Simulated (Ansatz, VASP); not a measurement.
# LiF: VASP beside Ansatz

```
Li F
1.0
     2.83007    0.00000    0.00000
    -1.41503    2.45091    0.00000
     0.00000    0.00000    4.87722
Li F
2 2
Cartesian
  0.0000 0.0000 0.0000
  0.0000 0.0000 2.4386
  0.0000 1.6339 1.2193
  1.4150 0.8170 3.6579
```

Alike in both runs: task single point; functional PBE; k mesh 9 × 9 × 4; no spin polarisation.

```csv
,VASP,Ansatz
version,VASP 6.6.1,Ansatz 0.2.0
potentials or method,"VASP PAW PBE potentials, release 64 (Li_sv, F)","plane waves, PAW"
plane-wave cutoff (eV),520,420
occupations,"gaussian, width 0.01 eV",fixed
valence electrons in the cell,20,20
```

```tsv
	VASP	Ansatz	Ansatz less VASP
gap on the k mesh at the Fermi level (eV)	8.71	8.71	0.000
```

Noted on VASP's run: the cutoff is short for stress, so the pressure is rough.
